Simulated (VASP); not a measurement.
# ZnCu (P4/mmm) in VASP: notebook

ZnCu is run at these levels: PBEsol; tasks: single point.

Everything below comes from runs of VASP 6.6.1. Logs are shortened: lines on timing, memory, paths and dates and some standing lists are left out, and cuts for length are marked.

**1. The cell of the first run**

It takes space group P4/mmm (No. 123, tetragonal). The conventional cell has a = 2.886 Å, b = 2.886 Å, c = 2.945 Å, α = 90.00°, β = 90.00°, γ = 90.00°. Zn (site symmetry 4/mmm) has 8 Cu at 2.52 Å and 6 Zn at 2.89 to 2.94 Å within 3.3 Å. Within 3.3 Å of Cu (site symmetry 4/mmm) lie 8 Zn at 2.52 Å and 6 Cu at 2.89 to 2.94 Å.

**2. Single point, PBEsol (equal xx and yy strain of -2 %)**

File INCAR:

```
SYSTEM = ZnCu
PREC = Accurate
ENCUT = 520
EDIFF = 1E-6
ISMEAR = -1
SIGMA = 0.05
LREAL = .False.
LASPH = .True.
NELM = 80
ALGO = Normal
ISIF = 2
LWAVE = .False.
LCHARG = .False.
GGA = PS
NBANDS = 18
```

File KPOINTS:

```
regular mesh
0
Gamma
  14 14 14
  0 0 0
```

File POSCAR:

```
ZnCu
1.0
    2.8861000000      0.0000000000      0.0000000000
    0.0000000000      2.8861000000      0.0000000000
    0.0000000000      0.0000000000      2.9450000000
Zn Cu
1 1
Direct
    0.5000000000      0.5000000000      0.5000000000
    0.0000000000      0.0000000000      0.0000000000
```

Potentials or basis: VASP PAW PBE potentials, release 64 (Zn, Cu).

Run with:

```sh
$ cat potpaw_PBE.64/Zn/POTCAR potpaw_PBE.64/Cu/POTCAR > POTCAR
$ mpirun -np 1 vasp_std > vasp.out
```

OUTCAR:

```text
SYSTEM = ZnCu
   PREC = Accurate
   ENCUT = 520
   EDIFF = 1E-6
   ISMEAR = -1
   LREAL = .False.
   LASPH = .True.
   NELM = 80
   ISIF = 2
   GGA = PS

 ion  position               nearest neighbor table
   1  0.500  0.500  0.500-   2 2.52   2 2.52   2 2.52   2 2.52   2 2.52   2 2.52   2 2.52   2 2.52

   2  0.000  0.000  0.000-   1 2.52   1 2.52   1 2.52   1 2.52   1 2.52   1 2.52   1 2.52   1 2.52

  LATTYP: Found a simple tetragonal cell.
 ALAT       =     2.8861000000
 C/A-ratio  =     1.0204081633

  Lattice vectors:

 A1 = (   2.8861000000,   0.0000000000,   0.0000000000)
 A2 = (   0.0000000000,   2.8861000000,   0.0000000000)
 A3 = (   0.0000000000,   0.0000000000,   2.9450000000)

Analysis of symmetry for initial positions (statically):
=====================================================================
 Subroutine PRICEL returns:
 Original cell was already a primitive cell.

 Routine SETGRP: Setting up the symmetry group for a
 simple tetragonal supercell.

 Subroutine GETGRP returns: Found 16 space group operations
 (whereof 16 operations were pure point group operations)
 out of a pool of 16 trial point group operations.

The static configuration has the point symmetry D_4h.

Analysis of symmetry for dynamics (positions and initial velocities):
=====================================================================
 Subroutine PRICEL returns:
 Original cell was already a primitive cell.

 Routine SETGRP: Setting up the symmetry group for a
 simple tetragonal supercell.

 Subroutine GETGRP returns: Found 16 space group operations
 (whereof 16 operations were pure point group operations)
 out of a pool of 16 trial point group operations.

The dynamic configuration has the point symmetry D_4h.

 Subroutine INISYM returns: Found 16 space group operations
 (whereof 16 operations are pure point group operations),
 and found     1 'primitive' translations

----------------------------------------------------------------------------------------

                                     Primitive cell

  volume of cell :      24.5306

  direct lattice vectors                    reciprocal lattice vectors
     2.886100000  0.000000000  0.000000000     0.346488341  0.000000000  0.000000000
     0.000000000  2.886100000  0.000000000     0.000000000  0.346488341  0.000000000
     0.000000000  0.000000000  2.945000000     0.000000000  0.000000000  0.339558574

  length of vectors
     2.886100000  2.886100000  2.945000000     0.346488341  0.346488341  0.339558574

  position of ions in fractional coordinates (direct lattice)
     0.500000000  0.500000000  0.500000000
     0.000000000  0.000000000  0.000000000

  ion indices of the primitive-cell ions
   primitive index   ion index
                 1           1
                 2           2

----------------------------------------------------------------------------------------

 KPOINTS: regular mesh

Automatic generation of k-mesh.
 Grid dimensions read from file:
 generate k-points for:   14   14   14

 Generating k-lattice:

  Cartesian coordinates                     Fractional coordinates (reciprocal lattice)
     0.024749167  0.000000000  0.000000000     0.071428571  0.000000000  0.000000000
     0.000000000  0.024749167  0.000000000     0.000000000  0.071428571  0.000000000
     0.000000000  0.000000000  0.024254184     0.000000000  0.000000000  0.071428571

  Length of vectors
     0.024749167  0.024749167  0.024254184

  Shift w.r.t. Gamma in fractional coordinates (k-lattice)
     0.000000000  0.000000000  0.000000000

 Subroutine IBZKPT returns following result:
 ===========================================

 Found    288 irreducible k-points:

 Following reciprocal coordinates:
            Coordinates               Weight
  0.000000  0.000000  0.000000      1.000000
  0.071429  0.000000  0.000000      4.000000
  0.142857  0.000000  0.000000      4.000000
  0.214286  0.000000  0.000000      4.000000
  0.285714  0.000000  0.000000      4.000000
  0.357143  0.000000  0.000000      4.000000
[... 16 lines left out ...]
  0.285714  0.214286  0.000000      8.000000
  0.357143  0.214286  0.000000      8.000000
 [... further k-points ...]
   k-points           NKPTS =    288   k-points in BZ     NKDIM =    288   number of bands    NBANDS=     18
   number of dos      NEDOS =    301   number of ions     NIONS =      2
   total plane-waves  NPLWV =  13824
   dimension x,y,z NGX =    24 NGY =   24 NGZ =   24
   dimension x,y,z NGXF=    48 NGYF=   48 NGZF=   48
   ions per type =               1   1
   NGX,Y,Z   is equivalent  to a cutoff of  13.82, 13.82, 13.55 a.u.
   NGXF,Y,Z  is equivalent  to a cutoff of  27.65, 27.65, 27.10 a.u.
 SYSTEM =  ZnCu
   PREC   = accura    normal or accurate (medium, high low for compatibility)
   ISTART =      0    job   : 0-new  1-cont  2-samecut
   ICHARG =      2    charge: 1-file 2-atom 10-const
   ISPIN  =      1    spin polarized calculation?
   LNONCOLLINEAR =      F non collinear calculations
   LSORBIT =      F    spin-orbit coupling
   LASPH  =      T    aspherical Exc in radial PAW
   ENCUT  =  520.0 eV  38.22 Ry    6.18 a.u.   5.37  5.37  5.48*2*pi/ulx,y,z
   NELM   =     80;   NELMIN=  2; NELMDL= -5     # of ELM steps
   EDIFF  = 0.1E-05   stopping-criterion for ELM
   LREAL  =      F    real-space projection
   EDIFFG = 0.1E-04   stopping-criterion for IOM
   NSW    =      0    number of steps for IOM
   IBRION =     -1    ionic relax: 0-MD 1-quasi-New 2-CG
   NFREE  =      0    steps in history (QN), initial steepest desc. (CG)
   ISIF   =      2    stress and relaxation
   ISYM   =      2    0-nonsym 1-usesym 2-fastsym
   POTIM  = 0.5000    time-step for ionic-motion
   TEBEG  =    0.0;   TEEND  =   0.0 temperature during run
   PSTRESS=    0.0 pullay stress
   NELECT =      23.0000    total number of electrons
   NUPDOWN=      -1.0000    fix difference up-down
   EMIN   =  10.00;   EMAX   =-10.00  energy-range for DOS
   EFERMI =   0.00;   METHOD = LEGACY
   ISMEAR =    -1;   SIGMA  =   0.05  broadening in eV -4-tet -1-fermi 0-gaus
   EFERMI_NEDOS =   21; number of points for ismear=-14 and -15
   IALGO  =     38    algorithm
   IMIX   =      4    mixing-type and parameters
     AMIX     =   0.40;   BMIX     =  1.00
     AMIX_MAG =   1.60;   BMIX_MAG =  1.00
  volume/ion in A,a.u.               =      12.27        82.77
  Fermi-wavevector in a.u.,A,eV,Ry     =   1.602316  3.027938 34.931811  2.567416
  Thomas-Fermi vector in A             =   2.699156
   LORBIT       =      0    0 simple, 1 ext, 2 COOP (PROOUT), +10 PAW based schemes
   GGA     = PS    functional components
   LHFCALC =     F    Hartree Fock is set to
   AEXX    =    0.0000 exact exchange contribution
   IVDW    =     0    specifies the selected vdW correction
   LEPSILON=     F    determine dielectric tensor
   LRPA    =     F    only Hartree local field effects (RPA)
 non-spin polarized calculation
  energy-cutoff  :      520.00
  volume of cell :       24.53
 maximum number of plane-waves:       683
 NGX is ok and might be reduce to    24
   NGX = 11   NGY = 11   NGZ = 11

 number of electron      22.9999991 magnetization

 Free energy of the ion-electron system (eV)
  ---------------------------------------------------
  ext. energy  EPLUGINS =         0.00000000
  ---------------------------------------------------
  free energy    TOTEN  =        -6.09831416 eV

  energy without entropy =       -6.09482231  energy(sigma->0) =       -6.09656824

 E-fermi :   5.7681     XC(G=0): -12.7951

 val. band max:        5.7238110886   @ k =   0.3571   0.2857   0.0714
 cond. band min:       5.7919154994   @ k =   0.0714   0.0000   0.2857
 fundamental gap:      0.0681044108
 Fermi energy:         5.7681001648

 k-point     1 :       0.0000    0.0000    0.0000
  band No.  band energies     occupation
      1      -4.9296      2.00000
      2      -2.2125      2.00000
      3      -2.2043      2.00000
      4      -1.4489      2.00000
      5      -1.4489      2.00000
      6      -1.4197      2.00000
[... 10 lines left out ...]
     17      18.7546      0.00000
     18      29.3244      0.00000

 k-point     2 :       0.0714    0.0000    0.0000
  band No.  band energies     occupation
      1      -4.8331      2.00000
      2      -2.1958      2.00000
      3      -2.1862      2.00000
      4      -1.4585      2.00000
      5      -1.4440      2.00000
      6      -1.4290      2.00000
[... 10 lines left out ...]
     17      19.4338      0.00000
     18      28.5812      0.00000

 k-point     3 :       0.1429    0.0000    0.0000
  band No.  band energies     occupation
      1      -4.5467      2.00000
      2      -2.1586      2.00000
      3      -2.1230      2.00000
      4      -1.4853      2.00000
      5      -1.4550      2.00000
      6      -1.4302      2.00000
[... 10 lines left out ...]
     17      21.5241      0.00000
     18      26.7994      0.00000

 k-point     4 :       0.2143    0.0000    0.0000
  band No.  band energies     occupation
      1      -4.0823      2.00000
      2      -2.1057      2.00000
      3      -2.0208      2.00000
      4      -1.5238      2.00000
      5      -1.4924      2.00000
      6      -1.4101      2.00000
[... 375 lines left out ...]
      4      -1.5669      2.00000
      5      -1.5224      2.00000
      6      -1.4751      2.00000
[... 10 lines left out ...]
     17      24.0533      0.00000
     18      24.7303      0.00000

 k-point    23 :       0.2857    0.2143    0.0000
  band No.  band energies     occupation
      1      -2.8244      2.00000
      2      -1.9841      2.00000
      3      -1.7686      2.00000
      4      -1.6064      2.00000
      5      -1.4969      2.00000
      6      -1.4169      2.00000
[... 10 lines left out ...]
     17      23.3398      0.00000
     18      23.7055      0.00000

 k-point    24 :       0.3571    0.2143    0.0000
  band No.  band energies     occupation
      1      -2.4133      2.00000
      2      -1.9829      2.00000
      3      -1.7197      2.00000
      4      -1.6475      2.00000
      5      -1.5108      2.00000
      6      -1.0077      2.00000
[... 10 lines left out ...]
     17      21.6505      0.00000
     18      22.5418      0.00000

 [... further k-points ...]

------------------------ aborting loop because EDIFF is reached ----------------------------------------

  FORCE on cell =-STRESS in cart. coord.  units (eV):
  Direction    XX          YY          ZZ          XY          YZ          ZX
  --------------------------------------------------------------------------------------
  -------------------------------------------------------------------------------------
  Total        0.2090239      0.2090239      0.0720616      0.0000000      0.0000000      0.0000000
  in kB       13.6520681     13.6520681      4.7065900      0.0000000      0.0000000      0.0000000
  external PRESSURE =      10.6702421 kB  Pullay stress =       0.0000000 kB

 VOLUME and BASIS-vectors are now :
 -----------------------------------------------------------------------------
  energy-cutoff  :      520.00
  volume of cell :       24.53
      direct lattice vectors                 reciprocal lattice vectors
     2.886100000  0.000000000  0.000000000     0.346488341  0.000000000  0.000000000
     0.000000000  2.886100000  0.000000000     0.000000000  0.346488341  0.000000000
     0.000000000  0.000000000  2.945000000     0.000000000  0.000000000  0.339558574

 POSITION                                       TOTAL-FORCE (eV/Angst)
 -----------------------------------------------------------------------------------
      1.44305      1.44305      1.47250         0.000000      0.000000      0.000000
      0.00000      0.00000      0.00000         0.000000      0.000000      0.000000
 -----------------------------------------------------------------------------------
    total drift:                                0.000000      0.000000     -0.000000

  FREE ENERGIE OF THE ION-ELECTRON SYSTEM (eV)
  ---------------------------------------------------
  free  energy   TOTEN  =        -6.0983141645 eV

  energy  without entropy=       -6.0948223073  energy(sigma->0) =       -6.09656824
```

Run time: 55 s. Hardware: 1 thread of Intel Xeon 6975P-C, shared host; peak memory 0.25 GiB.

Results:

- Free energy: -6.0983 eV
- Pressure: 1.1 GPa

Stress tensor (GPa, compression positive):
```
1.37 0.00 0.00
0.00 1.37 0.00
0.00 0.00 0.47
```

Caveat: the cell differs from its parent crystal (equal xx and yy strain of -2 %); the PAW data sets were made with another functional, which shifts forces and pressure a little.

**3. Single point, PBEsol (zz strain of -2 %)**

File INCAR:

```
PREC = Accurate
ENCUT = 520
EDIFF = 1E-6
ISMEAR = -1
SIGMA = 0.05
LREAL = F
LASPH = T
NELM = 80
ALGO = Normal
ISIF = 2
LWAVE = F
LCHARG = F
GGA = PS
NBANDS = 18
```

File KPOINTS:

```
regular mesh
0
Gamma
  14 14 14
```

File POSCAR:

```
ZnCu
1.0
    2.9450000000      0.0000000000      0.0000000000
    0.0000000000      2.9450000000      0.0000000000
    0.0000000000      0.0000000000      2.8861000000
Zn Cu
1 1
Direct
    0.5000000000      0.5000000000      0.5000000000
    0.0000000000      0.0000000000      0.0000000000
```

Potentials or basis: VASP PAW PBE potentials, release 64 (Zn, Cu).

Run with:

```sh
$ cat potpaw_PBE.64/Zn/POTCAR potpaw_PBE.64/Cu/POTCAR > POTCAR
$ mpirun -np 1 vasp_std > vasp.out
```

Run time: 53 s. Hardware: 1 thread of Intel Xeon 6975P-C, shared host; peak memory 0.25 GiB.

Results (log left out):

```
Free energy : -6.0974 eV
Pressure    : -1.7 GPa
```

Stress tensor (GPa, compression positive):
```
-1.99  0.00  0.00
 0.00 -1.99  0.00
 0.00  0.00 -0.99
```

Levels at points of the mesh, in eV from the Fermi level:
| k point | band 8 | band 9 | band 10 | band 11 | band 12 | band 13 | band 14 | band 15 | band 16 | band 17 |
| --- | --- | --- | --- | --- | --- | --- | --- | --- | --- | --- |
| (0.00, 0.00, 0.00) | -3.63 | -2.80 | -2.78 | -2.78 | 6.01 | 6.01 | 6.73 | 11.18 | 11.43 | 12.69 |
| (0.50, 0.00, 0.00) | -3.79 | -3.38 | -3.31 | -2.85 | -2.09 | 11.55 | 12.16 | 12.21 | 12.87 | 13.50 |
| (0.50, 0.50, 0.00) | -2.92 | -2.92 | -2.56 | -2.09 | -2.09 | 1.69 | 2.00 | 14.44 | 16.02 | 16.02 |
| (0.00, 0.00, 0.50) | -3.76 | -3.38 | -3.38 | -2.89 | -1.95 | 11.76 | 11.76 | 12.35 | 12.35 | 13.47 |
| (0.50, 0.00, 0.50) | -2.95 | -2.94 | -2.53 | -1.97 | -1.93 | 1.88 | 2.22 | 13.92 | 15.46 | 15.49 |
| (0.50, 0.50, 0.50) | -4.39 | -2.54 | -2.50 | 3.95 | 4.29 | 4.38 | 4.38 | 4.43 | 4.61 | 4.61 |

Caveat: the cell differs from its parent crystal (zz strain of -2 %); the PAW data sets were made with another functional, which shifts forces and pressure a little.

**4. Single point, PBEsol (equal xx and yy strain of -1 %)**

File INCAR:

```
ALGO = Normal ; EDIFF = 1E-6
ENCUT = 520 ; GGA = PS
ISIF = 2 ; ISMEAR = -1
LASPH = T ; LCHARG = F
LREAL = F ; LWAVE = F
NBANDS = 18 ; NELM = 80
PREC = Accurate ; SIGMA = 0.05
```

File KPOINTS:

```
k-points
0
Gamma
  14 14 14
```

File POSCAR:

```
ZnCu
1.0
    2.9155500000      0.0000000000      0.0000000000
    0.0000000000      2.9155500000      0.0000000000
    0.0000000000      0.0000000000      2.9450000000
Zn Cu
1 1
Direct
    0.5000000000      0.5000000000      0.5000000000
    0.0000000000      0.0000000000      0.0000000000
```

Run with:

```sh
$ cat potpaw_PBE.64/Zn/POTCAR potpaw_PBE.64/Cu/POTCAR > POTCAR
$ mpirun -np 1 vasp_std > vasp.out
```

Wall time 45 s (1 thread of Intel Xeon 6975P-C, shared host); peak memory 0.25 GiB.

Results (log left out):

- Free energy: -6.0983 eV
- Pressure: -1.7 GPa

Stress tensor (GPa, compression positive):
```
-1.48  0.00  0.00
 0.00 -1.48  0.00
 0.00  0.00 -2.07
```

Levels at points of the mesh, in eV from the Fermi level:
| k point | band 10 | band 11 | band 12 | band 13 | band 14 | band 15 |
| --- | --- | --- | --- | --- | --- | --- |
| (0.00, 0.00, 0.00) | -2.78 | -2.76 | 6.02 | 6.37 | 6.37 | 11.26 |
| (0.50, 0.00, 0.00) | -3.33 | -2.86 | -2.01 | 11.66 | 11.99 | 12.27 |
| (0.50, 0.50, 0.00) | -2.51 | -1.94 | -1.94 | 1.89 | 2.23 | 13.92 |
| (0.00, 0.00, 0.50) | -3.33 | -2.84 | -2.08 | 11.89 | 11.89 | 12.52 |
| (0.50, 0.00, 0.50) | -2.53 | -2.02 | -2.00 | 1.80 | 2.12 | 14.18 |
| (0.50, 0.50, 0.50) | -2.50 | 3.96 | 4.35 | 4.35 | 4.39 | 4.53 |

Caveat: the cell differs from its parent crystal (equal xx and yy strain of -1 %); the PAW data sets were made with another functional, which shifts forces and pressure a little.

**5. The runs side by side**

| cell | gap on the mesh (eV) | pressure (GPa) |
| --- | --- | --- |
| a = 2.886, b = 2.886, c = 2.945 Å, 2 atoms | none | 1.1 |
| a = 2.945, b = 2.945, c = 2.886 Å, 2 atoms | none | -1.7 |
| a = 2.916, b = 2.916, c = 2.945 Å, 2 atoms | none | -1.7 |

Alike in all rows: task single point; level PBEsol; potentials or basis VASP PAW PBE potentials, release 64 (Zn, Cu); no spin polarisation; k mesh 14 × 14 × 14; cutoff (eV) 520; smearing fermi-dirac 0.05 eV.

Caveats: the PAW data sets were made with another functional, which shifts forces and pressure a little.

Absolute energies hang on the potentials; compare differences alone.
